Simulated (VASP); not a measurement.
# HC8 (Diamond) in VASP: single point with PBE+D3(BJ)

Aim: the single point of HC8 (Diamond) with PBE+D3(BJ).

Program: VASP 6.6.1. These are calculated values, not measurements. Logs are shortened: lines on timing, memory, paths and dates and some standing lists are left out, and cuts for length are marked.

### Step 1. The cell of the first run

The cell holds a slab with vacuum, 9 atoms: a = 2.515 Å, b = 2.515 Å, c = 24.814 Å, α = 90.00°, β = 90.00°, γ = 120.00°.

### Step 2. Single point, PBE+D3(BJ)

The input, INCAR:

```
PREC     = Accurate       # precision mode
ENCUT    = 520            # plane-wave cutoff, eV
EDIFF    = 1E-6           # SCF threshold, eV
ISMEAR   = 0              # smearing method
SIGMA    = 0.05           # smearing width, eV
LREAL    = False          # projectors in reciprocal space
LASPH    = True           # aspherical terms in the spheres
NELM     = 80             # most SCF steps
ALGO     = Normal         # electronic algorithm
ISIF     = 2              # what is computed and relaxed
LWAVE    = False          # write WAVECAR
LCHARG   = False          # write CHGCAR
LDIPOL   = True         
IDIPOL   = 3            
DIPOL    = 0.5 0.5 0.503
GGA      = PE             # functional
IVDW     = 12             # dispersion correction
NBANDS   = 26             # bands
```

The input, KPOINTS:

```
Automatic mesh
0
Gamma
  12 12 1
```

The input, POSCAR:

```
HC8
1.0
    2.5150999885      0.0000000000      0.0000000000
   -1.2575499942      2.1781404831      0.0000000000
    0.0000000000      0.0000000000     24.8141042591
H C
1 8
Direct
    0.0000000000      0.0000000000      0.3425471220
    0.0000000000      0.0000000000      0.3884887361
    0.6666666667      0.3333333333      0.4091782854
    0.6666666667      0.3333333333      0.4712469336
    0.3333333333      0.6666666667      0.4919364829
    0.3333333333      0.6666666667      0.5546150173
    0.0000000000      0.0000000000      0.5741282113
    0.0000000000      0.0000000000      0.6420077744
    0.6666666667      0.3333333333      0.6527887673
```

Potentials or basis: VASP PAW PBE potentials, release 64 (H, C).

Launch:

```
> cat potpaw_PBE.64/H/POTCAR potpaw_PBE.64/C/POTCAR > POTCAR
> mpirun -np 1 vasp_std > vasp.out
```

OUTCAR:

```text
PREC = Accurate
   ENCUT = 520
   EDIFF = 1E-6
   ISMEAR = 0
   LREAL = False
   LASPH = True
   NELM = 80
   ISIF = 2
   GGA = PE
   IVDW = 12
 IVDW          = 12

 ion  position               nearest neighbor table
   1  0.000  0.000  0.343-   2 1.14
   2  0.000  0.000  0.388-   1 1.14   3 1.54   3 1.54   3 1.54
   3  0.667  0.333  0.409-   2 1.54   2 1.54   2 1.54   4 1.54
   4  0.667  0.333  0.471-   5 1.54   5 1.54   5 1.54   3 1.54
   5  0.333  0.667  0.492-   4 1.54   4 1.54   4 1.54   6 1.56
   6  0.333  0.667  0.555-   7 1.53   7 1.53   7 1.53   5 1.56
   7  0.000  0.000  0.574-   6 1.53   6 1.53   6 1.53   8 1.68
   8  0.000  0.000  0.642-   9 1.48   9 1.48   9 1.48   7 1.68
   9  0.667  0.333  0.653-   8 1.48   8 1.48   8 1.48

  LATTYP: Found a hexagonal cell.
 ALAT       =     2.5150999885
 C/A-ratio  =     9.8660508022

  Lattice vectors:

 A1 = (   2.5150999885,   0.0000000000,   0.0000000000)
 A2 = (  -1.2575499942,   2.1781404831,   0.0000000000)
 A3 = (   0.0000000000,   0.0000000000,  24.8141042591)

Analysis of symmetry for initial positions (statically):
=====================================================================
 Subroutine PRICEL returns:
 Original cell was already a primitive cell.

 Routine SETGRP: Setting up the symmetry group for a
 hexagonal supercell.

 Subroutine GETGRP returns: Found  6 space group operations
 (whereof  6 operations were pure point group operations)
 out of a pool of 24 trial point group operations.

The static configuration has the point symmetry C_3v.

Analysis of symmetry for dynamics (positions and initial velocities):
=====================================================================
 Subroutine PRICEL returns:
 Original cell was already a primitive cell.

 Routine SETGRP: Setting up the symmetry group for a
 hexagonal supercell.

 Subroutine GETGRP returns: Found  6 space group operations
 (whereof  6 operations were pure point group operations)
 out of a pool of 24 trial point group operations.

The dynamic configuration has the point symmetry C_3v.

 Subroutine INISYM returns: Found  6 space group operations
 (whereof  6 operations are pure point group operations),
 and found     1 'primitive' translations

----------------------------------------------------------------------------------------

                                     Primitive cell

  volume of cell :     135.9376

  direct lattice vectors                    reciprocal lattice vectors
     2.515099988  0.000000000  0.000000000     0.397598507  0.229553605  0.000000000
[... 110 lines left out ...]
   EFERMI_NEDOS =   21; number of points for ismear=-14 and -15
   IALGO  =     38    algorithm
   IMIX   =      4    mixing-type and parameters
     AMIX     =   0.40;   BMIX     =  1.00
     AMIX_MAG =   1.60;   BMIX_MAG =  1.00
  volume/ion in A,a.u.               =      15.10       101.93
  Fermi-wavevector in a.u.,A,eV,Ry     =   1.021252  1.929886 14.190271  1.042956
  Thomas-Fermi vector in A             =   2.154866
   LORBIT       =      0    0 simple, 1 ext, 2 COOP (PROOUT), +10 PAW based schemes
   GGA     = PE    functional components
   LHFCALC =     F    Hartree Fock is set to
   AEXX    =    0.0000 exact exchange contribution
   IVDW    =    12    specifies the selected vdW correction
   LEPSILON=     F    determine dielectric tensor
   LRPA    =     F    only Hartree local field effects (RPA)
 non-spin polarized calculation
 Gauss-broadening in eV      SIGMA  =   0.05
  energy-cutoff  :      520.00
  volume of cell :      135.94
 maximum number of plane-waves:      3693
 NGX is ok and might be reduce to    20
   NGX =  9   NGY =  9   NGZ = 93

 number of electron      33.0000000 magnetization

 dipolmoment           0.000000      0.000000      0.106297 electrons x Angstroem

 Free energy of the ion-electron system (eV)
  ---------------------------------------------------
  ext. energy  EPLUGINS =         0.00000000
  ---------------------------------------------------
  free energy    TOTEN  =       -74.47459127 eV

  energy without entropy =      -74.47215684  energy(sigma->0) =      -74.47337406

 E-fermi :   1.9647     XC(G=0):  -5.3153

 val. band max:        1.9217064426   @ k =   0.3333   0.0833   0.0000
 cond. band min:       1.9769929236   @ k =   0.3333   0.0000   0.0000
 fundamental gap:      0.0552864810
 Fermi energy:         1.9646927923

 k-point     1 :       0.0000    0.0000    0.0000
  band No.  band energies     occupation
      1     -21.1469      2.00000
      2     -19.8633      2.00000
      3     -18.2223      2.00000
      4     -16.3832      2.00000
      5     -11.9963      2.00000
      6      -8.8937      2.00000
[... 540 lines left out ...]
     25      12.1773      0.00000
     26      12.4971      0.00000

------------------------ aborting loop because EDIFF is reached ----------------------------------------

 vacuum level on the upper side and lower side of the slab       (xc-potential included)         1.552        -1.882

 Edisp (eV)   -1.31234

 E8    (eV) :    -0.3871

  FORCE on cell =-STRESS in cart. coord.  units (eV):
  Direction    XX          YY          ZZ          XY          YZ          ZX
  --------------------------------------------------------------------------------------
  -------------------------------------------------------------------------------------
  Total       0.67272     0.67272    -1.40825     0.00000     0.00000     0.00000
  in kB       7.92879     7.92879   -16.59783     0.00000     0.00000     0.00000
  external pressure =       -0.25 kB  Pullay stress =        0.00 kB

 VOLUME and BASIS-vectors are now :
 -----------------------------------------------------------------------------
  energy-cutoff  :      520.00
  volume of cell :      135.94
      direct lattice vectors                 reciprocal lattice vectors
     2.515099988  0.000000000  0.000000000     0.397598507  0.229553605  0.000000000
    -1.257549994  2.178140483  0.000000000     0.000000000  0.459107210  0.000000000
     0.000000000  0.000000000 24.814104259     0.000000000  0.000000000  0.040299661

 POSITION                                       TOTAL-FORCE (eV/Angst)
 -----------------------------------------------------------------------------------
      0.00000      0.00000      8.50000        -0.000000      0.000000      0.918002
      0.00000      0.00000      9.64000        -0.000000      0.000000      0.016908
      1.25755      0.72605     10.15339         0.000000     -0.000000     -1.020630
      1.25755      0.72605     11.69357         0.000000     -0.000000      0.141485
     -0.00000      1.45209     12.20696        -0.000000      0.000000     -0.082774
     -0.00000      1.45209     13.76227         0.000000      0.000000     -0.006348
      0.00000      0.00000     14.24648        -0.000000      0.000000      0.022357
      0.00000      0.00000     15.93085        -0.000000      0.000000     -0.004050
      1.25755      0.72605     16.19837        -0.000000     -0.000000      0.015050
 -----------------------------------------------------------------------------------
    total drift:                               -0.000000      0.000000      0.000017

  FREE ENERGIE OF THE ION-ELECTRON SYSTEM (eV)
  ---------------------------------------------------
  free  energy   TOTEN  =       -75.7869275537 eV

  energy  without entropy=      -75.7844931175  energy(sigma->0) =      -75.78571034

 vacuum level on the upper side and lower side of the slab         6.539         3.034
```

It took 76 s on 1 thread of Intel Xeon Platinum 8559C (Emerald Rapids), shared host; peak memory 0.26 GiB.

What came out:

* Free energy: -75.7869 eV
* Largest force: 1.021 eV/Å
* Dispersion energy per atom: -0.146 eV

Forces in eV/Å, atoms in the order of the input:
```
H    0.000  0.000  0.918
C    0.000  0.000  0.017
C    0.000  0.000 -1.021
C    0.000  0.000  0.141
C    0.000  0.000 -0.083
C    0.000  0.000 -0.006
C    0.000  0.000  0.022
C    0.000  0.000 -0.004
C    0.000  0.000  0.015
```

Levels at points of the mesh, in eV from the Fermi level:
```tsv
k point	band 14	band 15	band 16	band 17	band 18	band 19
(0.00, 0.00, 0.00)	-2.98	-2.33	-2.33	0.08	0.74	1.88
(0.50, 0.00, 0.00)	-6.06	-5.36	-5.22	-0.23	3.10	3.48
```
